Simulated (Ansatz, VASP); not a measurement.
Two plane-wave programs on Sn3C

```
CELL_PARAMETERS angstrom
0.00000 3.52472 3.52472
3.52472 0.00000 3.52472
3.52472 3.52472 0.00000
ATOMIC_POSITIONS crystal
Sn 0.25000 0.25000 0.25000
Sn 0.75000 0.75000 0.75000
Sn 0.50000 0.50000 0.50000
C 0.00000 0.00000 0.00000
```

Alike in both runs: functional PBE; k mesh 4 × 4 × 4; occupations gaussian, width 0.1 eV; no spin polarisation.

Ansatz relaxed the structure, and its values are those at the end. VASP's run is a single point on that final structure, the one shown.

```csv
,VASP,Ansatz
version,VASP 6.6.1,Ansatz 0.2.0
potentials or method,"VASP PAW PBE potentials, release 64 (Sn_d, C), cutoff 520 eV","scalar-relativistic, plane waves, PAW"
valence electrons in the cell,46,46
```

```tsv
	VASP	Ansatz	Ansatz less VASP
gap on the k mesh at the Fermi level (eV)	none	none	-
pressure (GPa)	-0.1	0.0	+0.06
```

A gap of «none» marks a metal or a gap that the smearing closes. With one functional, cell and mesh, what is left measures potentials, basis and numerics.

The k mesh is coarse, so the values compare programs but aren't converged.
